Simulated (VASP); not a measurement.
# TiC (dsol) (Fm-3m) in VASP: notebook, part 2 of 2

VASP 6.6.1. The steps go on from the part before.

## Step 4: Relaxation of cell and atoms, PBEsol

Contents of INCAR:

```
SYSTEM = TiC
  ALGO = Normal
  EDIFF = 1E-6
  EDIFFG = -0.001
  ENCUT = 600
  GGA = PS
  IBRION = 2
  ISIF = 3
  ISMEAR = -1
  LASPH = .True.
  LCHARG = .False.
  LREAL = .False.
  LWAVE = .False.
  NELM = 80
  NSW = 80
  PREC = Accurate
  SIGMA = 0.15
```

Contents of KPOINTS:

```
k-points
0
Gamma
  16 16 16
  0 0 0
```

Contents of POSCAR:

```
TiC
1.0
    0.0000000000      2.1464297703      2.1464297703
    2.1464297703      0.0000000000      2.1464297703
    2.1464297703      2.1464297703      0.0000000000
Ti C
1 1
Direct
    0.0000000000      0.0000000000      0.0000000000
    0.5000000000      0.5000000000      0.5000000000
```

Potentials or basis: VASP PAW PBE potentials, release 64 (Ti_sv, C).

Launch:

```sh
cat potpaw_PBE.64/Ti_sv/POTCAR potpaw_PBE.64/C/POTCAR > POTCAR
mpirun -np 1 vasp_std > vasp.out
```

OUTCAR:

```text
SYSTEM = TiC
   EDIFF = 1E-6
   EDIFFG = -0.001
   ENCUT = 600
   GGA = PS
   IBRION = 2
   ISIF = 3
   ISMEAR = -1
   LASPH = .True.
   LREAL = .False.
   NELM = 80
   NSW = 80
   PREC = Accurate

 ion  position               nearest neighbor table
   1  0.000  0.000  0.000-   2 2.15   2 2.15   2 2.15   2 2.15   2 2.15   2 2.15
   2  0.500  0.500  0.500-   1 2.15   1 2.15   1 2.15   1 2.15   1 2.15   1 2.15

  LATTYP: Found a face centered cubic cell.
 ALAT       =     4.2928595406

  Lattice vectors:

 A1 = (   0.0000000000,   2.1464297703,   2.1464297703)
 A2 = (   2.1464297703,   0.0000000000,   2.1464297703)
 A3 = (   2.1464297703,   2.1464297703,   0.0000000000)

Analysis of symmetry for initial positions (statically):
=====================================================================
 Subroutine PRICEL returns:
 Original cell was already a primitive cell.

 Routine SETGRP: Setting up the symmetry group for a
 face centered cubic supercell.

 Subroutine GETGRP returns: Found 48 space group operations
 (whereof 48 operations were pure point group operations)
 out of a pool of 48 trial point group operations.

The static configuration has the point symmetry O_h .

Analysis of symmetry for dynamics (positions and initial velocities):
=====================================================================
 Subroutine PRICEL returns:
 Original cell was already a primitive cell.

 Routine SETGRP: Setting up the symmetry group for a
 face centered cubic supercell.

 Subroutine GETGRP returns: Found 48 space group operations
 (whereof 48 operations were pure point group operations)
 out of a pool of 48 trial point group operations.

The dynamic configuration has the point symmetry O_h .

 Subroutine INISYM returns: Found 48 space group operations
 (whereof 48 operations are pure point group operations),
 and found     1 'primitive' translations

----------------------------------------------------------------------------------------

                                     Primitive cell

  volume of cell :      19.7779

  direct lattice vectors                    reciprocal lattice vectors
     0.000000000  2.146429770  2.146429770    -0.232944961  0.232944961  0.232944961
     2.146429770  0.000000000  2.146429770     0.232944961 -0.232944961  0.232944961
     2.146429770  2.146429770  0.000000000     0.232944961  0.232944961 -0.232944961

  length of vectors
     3.035510092  3.035510092  3.035510092     0.403472509  0.403472509  0.403472509

  position of ions in fractional coordinates (direct lattice)
     0.000000000  0.000000000  0.000000000
     0.500000000  0.500000000  0.500000000

  ion indices of the primitive-cell ions
   primitive index   ion index
                 1           1
                 2           2

----------------------------------------------------------------------------------------

 KPOINTS: k-points

Automatic generation of k-mesh.
 Grid dimensions read from file:
 generate k-points for:   16   16   16

 Generating k-lattice:

  Cartesian coordinates                     Fractional coordinates (reciprocal lattice)
    -0.014559060  0.014559060  0.014559060     0.062500000  0.000000000  0.000000000
[... 45 lines left out ...]
   dimension x,y,z NGXF=    48 NGYF=   48 NGZF=   48
   ions per type =               1   1
   NGX,Y,Z   is equivalent  to a cutoff of  13.14, 13.14, 13.14 a.u.
   NGXF,Y,Z  is equivalent  to a cutoff of  26.29, 26.29, 26.29 a.u.
 SYSTEM =  TiC
   PREC   = accura    normal or accurate (medium, high low for compatibility)
   ISTART =      0    job   : 0-new  1-cont  2-samecut
   ICHARG =      2    charge: 1-file 2-atom 10-const
   ISPIN  =      1    spin polarized calculation?
   LNONCOLLINEAR =      F non collinear calculations
   LSORBIT =      F    spin-orbit coupling
   LASPH  =      T    aspherical Exc in radial PAW
   ENCUT  =  600.0 eV  44.10 Ry    6.64 a.u.   6.06  6.06  6.06*2*pi/ulx,y,z
   NELM   =     80;   NELMIN=  2; NELMDL= -5     # of ELM steps
   EDIFF  = 0.1E-05   stopping-criterion for ELM
   LREAL  =      F    real-space projection
   EDIFFG = -.1E-02   stopping-criterion for IOM
   NSW    =     80    number of steps for IOM
   IBRION =      2    ionic relax: 0-MD 1-quasi-New 2-CG
   NFREE  =      1    steps in history (QN), initial steepest desc. (CG)
   ISIF   =      3    stress and relaxation
   ISYM   =      2    0-nonsym 1-usesym 2-fastsym
   POTIM  = 0.5000    time-step for ionic-motion
   TEBEG  =    0.0;   TEEND  =   0.0 temperature during run
   PSTRESS=    0.0 pullay stress
   NELECT =      16.0000    total number of electrons
   NUPDOWN=      -1.0000    fix difference up-down
   EMIN   =  10.00;   EMAX   =-10.00  energy-range for DOS
   EFERMI =   0.00;   METHOD = LEGACY
   ISMEAR =    -1;   SIGMA  =   0.15  broadening in eV -4-tet -1-fermi 0-gaus
   EFERMI_NEDOS =   21; number of points for ismear=-14 and -15
   IALGO  =     38    algorithm
   IMIX   =      4    mixing-type and parameters
     AMIX     =   0.40;   BMIX     =  1.00
     AMIX_MAG =   1.60;   BMIX_MAG =  1.00
  volume/ion in A,a.u.               =       9.89        66.73
  Fermi-wavevector in a.u.,A,eV,Ry     =   1.525415  2.882617 31.659292  2.326892
  Thomas-Fermi vector in A             =   2.633589
   LORBIT       =      0    0 simple, 1 ext, 2 COOP (PROOUT), +10 PAW based schemes
   GGA     = PS    functional components
   LHFCALC =     F    Hartree Fock is set to
   AEXX    =    0.0000 exact exchange contribution
   IVDW    =     0    specifies the selected vdW correction
   LEPSILON=     F    determine dielectric tensor
   LRPA    =     F    only Hartree local field effects (RPA)
 conjugate gradient relaxation of ions
 non-spin polarized calculation
  energy-cutoff  :      600.00
  volume of cell :       19.78
 maximum number of plane-waves:       684
   NGX = 13   NGY = 13   NGZ = 13

--------------------------------------- Ionic step        1  -------------------------------------------

 number of electron      16.0000003 magnetization

 Free energy of the ion-electron system (eV)
  ---------------------------------------------------
  ext. energy  EPLUGINS =         0.00000000
  ---------------------------------------------------
  free energy    TOTEN  =       -19.81395338 eV

  energy without entropy =      -19.78927149  energy(sigma->0) =      -19.80161243

------------------------ aborting loop because EDIFF is reached ----------------------------------------

  FORCE on cell =-STRESS in cart. coord.  units (eV):
  Direction    XX          YY          ZZ          XY          YZ          ZX
  --------------------------------------------------------------------------------------
  -------------------------------------------------------------------------------------
  Total        0.0354207      0.0354207      0.0354207      0.0000000      0.0000000      0.0000000
  in kB        2.8693746      2.8693746      2.8693746      0.0000000      0.0000000      0.0000000
  external PRESSURE =       2.8693746 kB  Pullay stress =       0.0000000 kB
[... 59 lines left out ...]
--------------------------------------- Ionic step        3  -------------------------------------------

 number of electron      16.0000003 magnetization

 Free energy of the ion-electron system (eV)
  ---------------------------------------------------
  ext. energy  EPLUGINS =         0.00000000
  ---------------------------------------------------
  free energy    TOTEN  =       -19.81397543 eV

  energy without entropy =      -19.78926604  energy(sigma->0) =      -19.80162074

 E-fermi :   9.5949     XC(G=0): -12.9936

 val. band max:        9.5837809322   @ k =   0.1250   0.1250   0.0000
 cond. band min:       9.5956464944   @ k =   0.1250   0.0625   0.0000
 fundamental gap:      0.0118655622
 Fermi energy:         9.5948585485

 k-point     1 :       0.0000    0.0000    0.0000
  band No.  band energies     occupation
      1     -46.6472      2.00000
      2     -22.7604      2.00000
      3     -22.7604      2.00000
      4     -22.7604      2.00000
      5      -2.8825      2.00000
      6      10.2790      0.02069
      7      10.2790      0.02069
      8      10.2790      0.02069
      9      11.3399      0.00002
     10      11.3399      0.00002
     11      11.3399      0.00002
     12      11.3878      0.00001
[... 331 lines left out ...]
 k-point    24 :      -0.0625    0.0625    0.0000
  band No.  band energies     occupation
      1     -46.6389      2.00000
      2     -22.8130      2.00000
      3     -22.7749      2.00000
      4     -22.7616      2.00000
      5      -2.6399      2.00000
      6       9.3745      1.62584
      7       9.5475      1.15645
      8       9.5802      1.04888
      9      10.3949      0.00961
     10      11.0188      0.00015
     11      11.9387      0.00000
     12      12.5348      0.00000

 [... further k-points ...]
[... 5 lines left out ...]
  --------------------------------------------------------------------------------------
  -------------------------------------------------------------------------------------
  Total       -0.0006528     -0.0006528     -0.0006528      0.0000000     -0.0000000      0.0000000
  in kB       -0.0528174     -0.0528174     -0.0528174      0.0000000     -0.0000000      0.0000000
  external PRESSURE =      -0.0528174 kB  Pullay stress =       0.0000000 kB
[... 17 lines left out ...]
  FREE ENERGIE OF THE ION-ELECTRON SYSTEM (eV)
  ---------------------------------------------------
  free  energy   TOTEN  =       -19.8139754303 eV

  energy  without entropy=      -19.7892660431  energy(sigma->0) =      -19.80162074

 reached required accuracy - stopping structural energy minimisation
```

OSZICAR:

```text
N       E                     dE             d eps       ncg     rms          rms(c)
DAV:   1     0.128404479861E+03    0.12840E+03   -0.92744E+03  3480   0.178E+03
DAV:   2    -0.142302048965E+02   -0.14263E+03   -0.13595E+03  3600   0.409E+02
DAV:   3    -0.246269394545E+02   -0.10397E+02   -0.98992E+01  4620   0.102E+02
[... 24 lines left out ...]
DAV:   3    -0.198139656789E+02    0.59933E-04   -0.24121E-04  3988   0.175E-01    0.213E-02
DAV:   4    -0.198139660776E+02   -0.39864E-06   -0.79871E-05  3736   0.930E-02    0.117E-02
DAV:   5    -0.198139728231E+02   -0.67455E-05   -0.87906E-06  4132   0.304E-02    0.345E-03
DAV:   6    -0.198139747150E+02   -0.18920E-05   -0.43408E-06  3640   0.116E-02    0.360E-03
DAV:   7    -0.198139754303E+02   -0.71526E-06   -0.83363E-07  2180   0.101E-02
   3 F= -.19813975E+02 E0= -.19801621E+02  d E =-.220484E-04
```

CONTCAR:

```text
TiC
   1.00000000000000
    -0.0000000000000000    2.1472761322542460    2.1472761322542460
     2.1472761322542460    0.0000000000000000    2.1472761322542460
     2.1472761322542460    2.1472761322542460    0.0000000000000000
  Ti              C
     1     1
Direct
     0.0000000000000000    0.0000000000000000    0.0000000000000000
     0.5000000000000000    0.5000000000000000    0.5000000000000000

  0.00000000E+00  0.00000000E+00  0.00000000E+00
  0.00000000E+00  0.00000000E+00  0.00000000E+00
```

Run time: 24 s. Hardware: 1 thread of Intel Xeon 6975P-C (Granite Rapids), shared host; peak memory 0.17 GiB.

Results:

| Quantity | Value |
| --- | --- |
| Free energy | -19.8140 eV |
| Relaxed volume | 9.90 Å³/atom |
| Relaxed cell | a = 3.037 Å, b = 3.037 Å, c = 3.037 Å, α = 60.00°, β = 60.00°, γ = 60.00° |
| Space group after relaxing (to 0.05 Å) | Fm-3m (No. 225) |
| Energy gained by relaxing | 0.0 meV/atom |
| Ionic steps | 3 |
| Pressure after relaxing | 0.0 GPa |
| Band gap on the k mesh | zero (band 8 reaches 10.28 eV, above the bottom of band 9 at 9.19 eV) |

Final structure:
```yaml
crystal:
  lattice:
    - [0.00000, 2.14728, 2.14728]
    - [2.14728, 0.00000, 2.14728]
    - [2.14728, 2.14728, 0.00000]
  atoms:
    - { symbol: Ti, position: [0.00000, 0.00000, 0.00000] }
    - { symbol: C, position: [0.50000, 0.50000, 0.50000] }
```

Caveat: the PAW data sets were made with another functional, which shifts forces and pressure a little.

## Step 5: Summary

| task | cell | k mesh | cutoff (eV) | smearing | gap on the mesh (eV) | pressure (GPa) | relaxed volume (Å³/atom) |
| --- | --- | --- | --- | --- | --- | --- | --- |
| single point | a = 3.036 Å, angles 60.0°, 2 atoms | 16 × 16 × 16 | 520 | fermi-dirac 0.15 eV | none | 0.3 | - |
| relaxation of cell and atoms | relaxed from a = 3.063 Å, angles 60.0°, 2 atoms | 14 × 14 × 14 | 600 | gaussian 0.1 eV | none | 0.0 | 9.90 |
| relaxation of cell and atoms | relaxed from a = 3.036 Å, angles 60.0°, 2 atoms | 16 × 16 × 16 | 600 | fermi-dirac 0.15 eV | none | 0.0 | 9.90 |

Alike in all rows: level PBEsol; potentials or basis VASP PAW PBE potentials, release 64 (Ti_sv, C); no spin polarisation.

Caveats: the PAW data sets were made with another functional, which shifts forces and pressure a little.

Total energies depend on the potentials used, so only differences within one code and one set of settings carry meaning.
